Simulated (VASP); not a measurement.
# SiC (I-4m2) in VASP: further runs

Runs on SiC. Level: HSE06. Tasks: single point.

All numbers are computed with VASP 6.6.1; they aren't measurements. Logs are shortened: lines on timing, memory, paths and dates and some standing lists are left out, and cuts for length are marked.

### Step 1. The cell of the first run

Symmetry: I-4m2, No. 119, tetragonal system. The conventional cell has a = 2.988 Å, b = 2.988 Å, c = 4.438 Å, α = 90.00°, β = 90.00°, γ = 90.00°. Within 2.5 Å of Si (site symmetry -4m2) lie 4 C at 1.86 Å. C (site symmetry -4m2) has 4 Si at 1.86 Å within 2.5 Å.

### Step 2. Single point, HSE06 (epitaxial xy strain -3.0%)

The input, POSCAR:

```
SiC
1.0
    0.0000000000      2.1127107805      2.2192378392
    2.1127107805      0.0000000000      2.2192378392
    2.1127107805      2.1127107805      0.0000000000
Si C
1 1
Direct
    0.0000000000      0.0000000000      0.0000000000
    0.2500000000      0.2500000000      0.2500000000
```

The input, INCAR.step1:

```
SYSTEM = SiC
PREC     = Accurate       ! precision mode
ENCUT    = 520            ! plane-wave cutoff, eV
EDIFF    = 1E-5           ! SCF threshold, eV
ISMEAR   = 0              ! smearing method
SIGMA    = 0.01           ! smearing width, eV
LREAL    = .FALSE.        ! projectors in reciprocal space
LASPH    = .TRUE.         ! aspherical terms in the spheres
NELM     = 60             ! most SCF steps
ALGO     = Normal         ! electronic algorithm
ISIF     = 2              ! what is computed and relaxed
LWAVE    = .TRUE.         ! write WAVECAR
GGA      = PE             ! functional
NBANDS   = 11             ! bands
```

The input, INCAR.step2:

```
SYSTEM = SiC
PREC     = Accurate       ! precision mode
ENCUT    = 520            ! plane-wave cutoff, eV
EDIFF    = 1E-6           ! SCF threshold, eV
ISMEAR   = 0              ! smearing method
SIGMA    = 0.01           ! smearing width, eV
LREAL    = .FALSE.        ! projectors in reciprocal space
LASPH    = .TRUE.         ! aspherical terms in the spheres
NELM     = 60             ! most SCF steps
ALGO     = Normal         ! electronic algorithm
ISIF     = 2              ! what is computed and relaxed
LWAVE    = .FALSE.        ! write WAVECAR
LCHARG   = .TRUE.         ! write CHGCAR
GGA      = PE             ! functional
LHFCALC  = .TRUE.         ! exact exchange
HFSCREEN = 0.2079         ! screening, 1/A
PRECFOCK = Normal       
LELF     = .TRUE.         ! ELF
LVHAR    = .TRUE.       
ISTART   = 1            
NBANDS   = 11             ! bands
```

The input, KPOINTS:

```
regular mesh
0
G
  8 8 8
  0 0 0
```

Potentials or basis: VASP PAW PBE potentials, release 64 (Si, C).

The run is started by

```sh
> cat potpaw_PBE.64/Si/POTCAR potpaw_PBE.64/C/POTCAR > POTCAR
> cp INCAR.step1 INCAR
> mpirun -np 1 vasp_std > vasp.out
> cp INCAR.step2 INCAR
> mpirun -np 1 vasp_std > vasp.out
```

OUTCAR:

```text
SYSTEM = SiC
   PREC = Accurate
   ENCUT = 520
   EDIFF = 1E-6
   ISMEAR = 0
   LREAL = .FALSE.
   LASPH = .TRUE.
   NELM = 60
   ISIF = 2
   GGA = PE
   LHFCALC = .TRUE.
   HFSCREEN = 0.2079
   PRECFOCK = Normal
   ISTART = 1

 ion  position               nearest neighbor table
   1  0.000  0.000  0.000-   2 1.86   2 1.86   2 1.86   2 1.86
   2  0.250  0.250  0.250-   1 1.86   1 1.86   1 1.86   1 1.86

  LATTYP: Found a body centered tetragonal cell.
 ALAT       =     2.9878242392
 C/A-ratio  =     1.4855210090

  Lattice vectors:

 A1 = (  -2.1127107805,   0.0000000000,   2.2192378392)
 A2 = (   2.1127107805,   0.0000000000,   2.2192378392)
 A3 = (   0.0000000000,   2.1127107805,  -2.2192378392)

Analysis of symmetry for initial positions (statically):
=====================================================================
 Subroutine PRICEL returns:
 Original cell was already a primitive cell.

 Routine SETGRP: Setting up the symmetry group for a
 body centered tetragonal supercell.

 Subroutine GETGRP returns: Found  8 space group operations
 (whereof  8 operations were pure point group operations)
 out of a pool of 16 trial point group operations.

The static configuration has the point symmetry D_2d.

Analysis of symmetry for dynamics (positions and initial velocities):
=====================================================================
 Subroutine PRICEL returns:
 Original cell was already a primitive cell.

 Routine SETGRP: Setting up the symmetry group for a
 body centered tetragonal supercell.

 Subroutine GETGRP returns: Found  8 space group operations
 (whereof  8 operations were pure point group operations)
 out of a pool of 16 trial point group operations.

The dynamic configuration has the point symmetry D_2d.

 Subroutine INISYM returns: Found  8 space group operations
 (whereof  8 operations are pure point group operations),
 and found     1 'primitive' translations

----------------------------------------------------------------------------------------

                                     Primitive cell

  volume of cell :      19.8113

  direct lattice vectors                    reciprocal lattice vectors
     0.000000000  2.112710781  2.219237839    -0.236662777  0.236662777  0.225302575
     2.112710781  0.000000000  2.219237839     0.236662777 -0.236662777  0.225302575
     2.112710781  2.112710781  0.000000000     0.236662777  0.236662777 -0.225302575

  length of vectors
     3.064076277  3.064076277  2.987824239     0.403459775  0.403459775  0.403459775

  position of ions in fractional coordinates (direct lattice)
     0.000000000  0.000000000  0.000000000
     0.250000000  0.250000000  0.250000000

  ion indices of the primitive-cell ions
   primitive index   ion index
                 1           1
                 2           2

----------------------------------------------------------------------------------------

 KPOINTS: regular mesh

Automatic generation of k-mesh.
 Grid dimensions read from file:
 generate k-points for:    8    8    8

 Generating k-lattice:

  Cartesian coordinates                     Fractional coordinates (reciprocal lattice)
    -0.029582847  0.029582847  0.028162822     0.125000000  0.000000000  0.000000000
     0.029582847 -0.029582847  0.028162822     0.000000000  0.125000000  0.000000000
     0.029582847  0.029582847 -0.028162822     0.000000000  0.000000000  0.125000000

  Length of vectors
     0.050432472  0.050432472  0.050432472

  Shift w.r.t. Gamma in fractional coordinates (k-lattice)
     0.000000000  0.000000000  0.000000000

 Subroutine IBZKPT returns following result:
 ===========================================

 Found     59 irreducible k-points:

 Following reciprocal coordinates:
            Coordinates               Weight
  0.000000  0.000000  0.000000      1.000000
  0.125000  0.000000  0.000000      8.000000
  0.250000  0.000000  0.000000      8.000000
  0.375000  0.000000  0.000000      8.000000
  0.500000  0.000000  0.000000      4.000000
  0.125000  0.125000  0.000000      2.000000
[... 16 lines left out ...]
  0.250000  0.000000  0.125000     16.000000
  0.375000  0.000000  0.125000     16.000000
 [... further k-points ...]
   k-points           NKPTS =     59   k-points in BZ     NKDIM =    512   number of bands    NBANDS=     11
   number of dos      NEDOS =    301   number of ions     NIONS =      2
   total plane-waves  NPLWV =  13824
   dimension x,y,z NGX =    24 NGY =   24 NGZ =   24
   dimension x,y,z NGXF=    48 NGYF=   48 NGZF=   48
   ions per type =               1   1
   NGX,Y,Z   is equivalent  to a cutoff of  13.02, 13.02, 13.35 a.u.
   NGXF,Y,Z  is equivalent  to a cutoff of  26.04, 26.04, 26.71 a.u.
 SYSTEM =  SiC
   PREC   = accura    normal or accurate (medium, high low for compatibility)
   ISTART =      1    job   : 0-new  1-cont  2-samecut
   ICHARG =      0    charge: 1-file 2-atom 10-const
   ISPIN  =      1    spin polarized calculation?
   LNONCOLLINEAR =      F non collinear calculations
   LSORBIT =      F    spin-orbit coupling
   LASPH  =      T    aspherical Exc in radial PAW
   ENCUT  =  520.0 eV  38.22 Ry    6.18 a.u.   5.70  5.70  5.56*2*pi/ulx,y,z
   NELM   =     60;   NELMIN=  2; NELMDL=  0     # of ELM steps
   EDIFF  = 0.1E-05   stopping-criterion for ELM
   LREAL  =      F    real-space projection
   EDIFFG = 0.1E-04   stopping-criterion for IOM
   NSW    =      0    number of steps for IOM
   IBRION =     -1    ionic relax: 0-MD 1-quasi-New 2-CG
   NFREE  =      0    steps in history (QN), initial steepest desc. (CG)
   ISIF   =      2    stress and relaxation
   ISYM   =      3    0-nonsym 1-usesym 2-fastsym
   POTIM  = 0.5000    time-step for ionic-motion
   TEBEG  =    0.0;   TEEND  =   0.0 temperature during run
   PSTRESS=    0.0 pullay stress
   NELECT =       8.0000    total number of electrons
   NUPDOWN=      -1.0000    fix difference up-down
   EMIN   =  10.00;   EMAX   =-10.00  energy-range for DOS
   EFERMI =   0.00;   METHOD = LEGACY
   ISMEAR =     0;   SIGMA  =   0.01  broadening in eV -4-tet -1-fermi 0-gaus
   EFERMI_NEDOS =   21; number of points for ismear=-14 and -15
   IALGO  =     38    algorithm
   IMIX   =      1    mixing-type and parameters
     AMIX     =   0.40;   BMIX     =  1.00
     AMIX_MAG =   1.60;   BMIX_MAG =  1.00
  volume/ion in A,a.u.               =       9.91        66.85
  Fermi-wavevector in a.u.,A,eV,Ry     =   1.210041  2.286646 19.921648  1.464200
  Thomas-Fermi vector in A             =   2.345600
   LORBIT       =      0    0 simple, 1 ext, 2 COOP (PROOUT), +10 PAW based schemes
   GGA     = PE    functional components
   LHFCALC =     T    Hartree Fock is set to
   PRECFOCK=normal    Normal, Fast or Accurate (Low or Medium for compatibility)
   ENCUT4O =  -1.0   cutoff for four orbital integrals eV
   NKREDX  =     1    reduce k-point grid by
   NKREDY  =     1    reduce k-point grid by
   NKREDZ  =     1    reduce k-point grid by
   AEXX    =    0.2500 exact exchange contribution
   HFSCREEN=    0.2079 screening length (either q_TF or 0.3 A-1)
   HFSCREENC=   0.2079 screening length for correlation (either q_TF or 0.3 A-1)
   ENCUTFOCK=  -1.0 apply spherical cutoff to Coloumb kernel
   IVDW    =     0    specifies the selected vdW correction
   LEPSILON=     F    determine dielectric tensor
   LRPA    =     F    only Hartree local field effects (RPA)
 non-spin polarized calculation
 Gauss-broadening in eV      SIGMA  =   0.01
  energy-cutoff  :      520.00
  volume of cell :       19.81
 maximum number of plane-waves:       548
  NGX = 18; NGY = 18; NGZ = 18

 number of electron       8.0000000 magnetization

 Free energy of the ion-electron system (eV)
  ---------------------------------------------------
  ext. energy  EPLUGINS =         0.00000000
  ---------------------------------------------------
  free energy    TOTEN  =       -17.37466341 eV

  energy without entropy =      -17.37466341  energy(sigma->0) =      -17.37466341

 E-fermi :   8.2834     XC(G=0):  -9.5053

 val. band max:        8.1106357023   @ k =   0.0000   0.0000   0.0000
 cond. band min:      10.0377446976   @ k =   0.5000   0.0000   0.5000
 fundamental gap:      1.9271089953
 Fermi energy:         8.2833569263

 k-point     1 :       0.0000    0.0000    0.0000
  band No.  band energies     occupation
      1      -9.3718      2.00000
      2       7.7319      2.00000
      3       8.1106      2.00000
      4       8.1106      2.00000
      5      16.0405      0.00000
      6      16.8712      0.00000
      7      16.8712      0.00000
      8      16.9834      0.00000
      9      23.4260      0.00000
     10      25.1708      0.00000
     11      25.9167      0.00000

 k-point     2 :       0.1250    0.0000    0.0000
  band No.  band energies     occupation
      1      -9.0289      2.00000
      2       6.3465      2.00000
      3       7.6135      2.00000
      4       7.9289      2.00000
      5      16.1163      0.00000
      6      17.2213      0.00000
      7      17.3029      0.00000
      8      17.6973      0.00000
      9      22.3058      0.00000
     10      23.5890      0.00000
     11      26.0186      0.00000

 k-point     3 :       0.2500    0.0000    0.0000
  band No.  band energies     occupation
      1      -8.0250      2.00000
      2       3.2000      2.00000
      3       7.0691      2.00000
      4       7.5601      2.00000
      5      15.4716      0.00000
      6      17.3219      0.00000
      7      17.7620      0.00000
      8      19.3124      0.00000
      9      22.6843      0.00000
     10      23.0101      0.00000
     11      25.1782      0.00000
[... 267 lines left out ...]
 k-point    23 :       0.2500    0.0000    0.1250
  band No.  band energies     occupation
      1      -8.1022      2.00000
      2       4.3039      2.00000
      3       6.4412      2.00000
      4       7.0207      2.00000
      5      15.0487      0.00000
      6      17.3144      0.00000
      7      18.1866      0.00000
      8      19.0273      0.00000
      9      21.7103      0.00000
     10      24.4573      0.00000
     11      27.1624      0.00000

 k-point    24 :       0.3750    0.0000    0.1250
  band No.  band energies     occupation
      1      -6.7192      2.00000
      2       1.2161      2.00000
      3       6.0121      2.00000
      4       6.5125      2.00000
      5      14.6345      0.00000
      6      17.1915      0.00000
      7      18.4953      0.00000
      8      19.1602      0.00000
      9      23.1085      0.00000
     10      26.2074      0.00000
     11      27.3488      0.00000

 [... further k-points ...]

------------------------ aborting loop because EDIFF is reached ----------------------------------------

  FORCE on cell =-STRESS in cart. coord.  units (eV):
  Direction    XX          YY          ZZ          XY          YZ          ZX
  --------------------------------------------------------------------------------------
  -------------------------------------------------------------------------------------
  Total        1.6983887      1.6983887     -0.1850312      0.0000000      0.0000000      0.0000000
  in kB      137.3516042    137.3516042    -14.9637881      0.0000000      0.0000000      0.0000000
  external PRESSURE =      86.5798068 kB  Pullay stress =       0.0000000 kB

 VOLUME and BASIS-vectors are now :
 -----------------------------------------------------------------------------
  energy-cutoff  :      520.00
  volume of cell :       19.81
      direct lattice vectors                 reciprocal lattice vectors
     0.000000000  2.112710781  2.219237839    -0.236662777  0.236662777  0.225302575
     2.112710781  0.000000000  2.219237839     0.236662777 -0.236662777  0.225302575
     2.112710781  2.112710781  0.000000000     0.236662777  0.236662777 -0.225302575

 POSITION                                       TOTAL-FORCE (eV/Angst)
 -----------------------------------------------------------------------------------
      0.00000      0.00000      0.00000         0.000000      0.000000     -0.000000
      1.05636      1.05636      1.10962        -0.000000     -0.000000      0.000000
 -----------------------------------------------------------------------------------
    total drift:                                0.000000      0.000000      0.000000

  FREE ENERGIE OF THE ION-ELECTRON SYSTEM (eV)
  ---------------------------------------------------
  free  energy   TOTEN  =       -17.3746634087 eV

  energy  without entropy=      -17.3746634087  energy(sigma->0) =      -17.37466341
```

Run time: 46 min. Hardware: 1 thread of Intel Xeon Platinum 8124M at 3.00GHz (Skylake/Cascade Lake), shared host; peak memory 0.26 GiB.

Results:

```
Free energy            : -17.3747 eV
Pressure               : 8.7 GPa
Band gap on the k mesh : 1.93 eV (least direct gap 5.73 eV)
```

Levels at points of the mesh, in eV from the valence-band top:
```
           k point  band 1  band 2  band 3  band 4  band 5  band 6  band 7  band 8
(0.00, 0.00, 0.00)  -17.48   -0.38    0.00    0.00    7.93    8.76    8.76    8.87
(0.50, 0.00, 0.00)  -13.45   -9.74   -1.64   -0.96    6.61    8.47    8.97   11.72
(0.50, 0.50, 0.00)  -12.13   -9.27   -3.32   -3.32    2.41    6.01   16.50   16.50
(0.50, 0.00, 0.50)  -11.70   -8.59   -3.94   -3.86    1.93    5.12   15.36   17.11
```

Caveat: the cell differs from its parent crystal (epitaxial xy strain -3.0%); the cell stands under pressure; the PAW data sets were made with another functional, which shifts forces and pressure a little.

### Step 3. Single point, HSE06 (epitaxial xy strain -2.0%)

The input, POSCAR:

```
SiC
1.0
    0.0000000000      2.1344913040      2.2058695875
    2.1344913040      0.0000000000      2.2058695875
    2.1344913040      2.1344913040      0.0000000000
Si C
1 1
Direct
    0.0000000000      0.0000000000      0.0000000000
    0.2500000000      0.2500000000      0.2500000000
```

The input, INCAR.step1:

```
ALGO = Normal
EDIFF = 1E-5
ENCUT = 520
GGA = PE
ISIF = 2
ISMEAR = 0
LASPH = T
LCHARG = F
LREAL = F
LWAVE = T
NBANDS = 11
NELM = 100
PREC = Accurate
SIGMA = 0.01
```

The input, INCAR.step2:

```
ALGO = Normal
EDIFF = 1E-6
ENCUT = 520
GGA = PE
HFSCREEN = 0.2079
ISIF = 2
ISMEAR = 0
ISTART = 1
LASPH = T
LCHARG = F
LHFCALC = T
LREAL = F
LWAVE = F
NBANDS = 11
NELM = 100
PREC = Accurate
PRECFOCK = Normal
SIGMA = 0.01
```

The input, KPOINTS:

```
k-points
0
Gamma
  8 8 8
```

Potentials or basis: VASP PAW PBE potentials, release 64 (Si, C).

The run is started by

```sh
> cat potpaw_PBE.64/Si/POTCAR potpaw_PBE.64/C/POTCAR > POTCAR
> cp INCAR.step1 INCAR
> mpirun -np 1 vasp_std > vasp.out
> cp INCAR.step2 INCAR
> mpirun -np 1 vasp_std > vasp.out
```

Wall time 34 min (1 thread of AMD EPYC 7R13 (Zen 3), shared host); peak memory 0.23 GiB.

It converged, with:

```
Free energy            : -17.4040 eV
Pressure               : 5.0 GPa
Band gap on the k mesh : 2.03 eV (least direct gap 5.73 eV)
```

Stress tensor (GPa, compression positive):
```
 8.30  0.00  0.00
 0.00  8.30  0.00
 0.00  0.00 -1.51
```

Levels at points of the mesh, in eV from the valence-band top:
```
           k point  band 1  band 2  band 3  band 4  band 5  band 6  band 7  band 8  band 9
(0.00, 0.00, 0.00)  -17.31   -0.25    0.00    0.00    7.81    8.70    8.70    8.78   15.60
(0.50, 0.00, 0.00)  -13.34   -9.60   -1.47   -1.02    6.70    8.40    8.80   11.66   18.10
(0.50, 0.50, 0.00)  -11.94   -9.02   -3.38   -3.38    2.35    5.80   16.32   16.32   16.71
(0.50, 0.00, 0.50)  -11.66   -8.57   -3.79   -3.74    2.03    5.20   15.57   16.72   17.21
```

Caveat: the cell differs from its parent crystal (epitaxial xy strain -2.0%); the cell stands under pressure; the PAW data sets were made with another functional, which shifts forces and pressure a little. A k mesh can miss the band edges.

(Continued in part 2 of 2.)
